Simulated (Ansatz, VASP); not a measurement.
## One calculation of Pb3S2, two programs

```
CELL_PARAMETERS angstrom
1.95949 1.13131 10.50574
-1.95949 1.13131 10.50574
0.00000 -2.26262 10.50574
ATOMIC_POSITIONS crystal
Pb 0.00000 0.00000 0.00000
Pb 0.21284 0.21284 0.21284
Pb 0.78716 0.78716 0.78716
S 0.39498 0.39498 0.39498
S 0.60502 0.60502 0.60502
```

Alike in both runs: functional PBE; k mesh 6 × 6 × 6; occupations gaussian, width 0.1 eV; no spin polarisation.

Ansatz relaxed the structure, and its values are those at the end. VASP's run is a single point on that final structure, the one shown.

```csv
,VASP,Ansatz
version,VASP 6.6.1,Ansatz 0.2.0
potentials or method,"VASP PAW PBE potentials, release 64 (Pb_d, S), cutoff 520 eV","scalar-relativistic, plane waves, PAW"
valence electrons in the cell,54,54
```

|  | VASP | Ansatz | Ansatz less VASP |
| --- | --- | --- | --- |
| gap on the k mesh at the Fermi level (eV) | none | none | - |
| pressure (GPa) | 0.0 | 0.0 | +0.06 |

A gap of «none» marks a metal or a gap that the smearing closes.

Neither program's run includes spin-orbit coupling.
